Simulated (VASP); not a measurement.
Here is a VASP 6.6.1 calculation.

INCAR

```
SYSTEM = Na
  ALGO = Fast
  EDIFF = 1E-6
  ENCUT = 520
  GGA = PS
  ISIF = 2
  ISMEAR = -1
  LASPH = .True.
  LCHARG = .True.
  LELF = .True.
  LREAL = .False.
  LVHAR = .True.
  LWAVE = .False.
  NBANDS = 10
  NELM = 100
  PREC = Accurate
  SIGMA = 0.1
```

File KPOINTS:

```
k-points
0
Gamma
  14 14 14
  0 0 0
```

File POSCAR:

```
Na
1.0
   -1.8654186018      1.8654186018      2.6115131372
    1.8654186018     -1.8654186018      2.6115131372
    1.8654186018      1.8654186018     -2.6115131372
Na
1
Direct
    0.0000000000      0.0000000000      0.0000000000
```

Potentials or basis: VASP PAW PBE potentials, release 64 (Na_pv).

The run is started by

```bash
$ cat potpaw_PBE.64/Na_pv/POTCAR > POTCAR
$ mpirun -np 1 vasp_std > vasp.out
```

**Question.** Estimate the band gap on the k mesh.

**Answer.** Zero (an odd number of electrons rules out a gap without spin polarisation).

**Question.** What does it give for the pressure?

**Answer.** 0.1 GPa.

Caveat: the PAW data sets were made with another functional, which shifts forces and pressure a little.
